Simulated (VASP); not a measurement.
Write the native input for VASP 6.6.1 that does the following.

* Task: single point
* Functional: LDA
* Potentials or basis: VASP PAW LDA potentials, release 64 (B, Mg)
* Cutoff: 520 eV
* k mesh: 11 × 11 × 11
* Occupations: fermi-dirac, width 0.05 eV
* Spin: no spin polarisation
* Dipole correction: no
* Further INCAR settings: ALGO = Normal; EDIFF = 1e-07; NBANDS = 10

The structure of MgB (CsCl type) lies in POSCAR:

```
MgB
1.0
    2.9311688766      0.0000000000      0.0000000000
    0.0000000000      2.9311688766      0.0000000000
    0.0000000000      0.0000000000      2.9311688766
B Mg
1 1
Direct
    0.0000000000      0.0000000000      0.0000000000
    0.5000000000      0.5000000000      0.5000000000
```

This cell differs from its parent crystal: functional lda, volume scaled by 1.04.

These files were run (other wordings do the same):

INCAR

```
SYSTEM = MgB
ALGO = Normal
EDIFF = 1E-7
ENCUT = 520
GGA = CA
ISIF = 2
ISMEAR = -1
LASPH = .True.
LCHARG = .True.
LELF = .True.
LREAL = .False.
LVHAR = .True.
LWAVE = .False.
NBANDS = 10
NELM = 60
PREC = Accurate
SIGMA = 0.05
```

KPOINTS

```
k-points
0
Gamma
  11 11 11
  0 0 0
```

Potentials or basis: VASP PAW LDA potentials, release 64 (B, Mg).

Launch:

```console
$ cat potpaw_LDA.64/B/POTCAR potpaw_LDA.64/Mg/POTCAR > POTCAR
$ mpirun -np 1 vasp_std > vasp.out
```

It gave:

```yaml
Pressure: -8.5 GPa
```

Wall time 3.8 s on 1 thread of Intel(R) Xeon(R) 6975P-C (Granite Rapids) (shared host), peak memory 0.13 GiB.
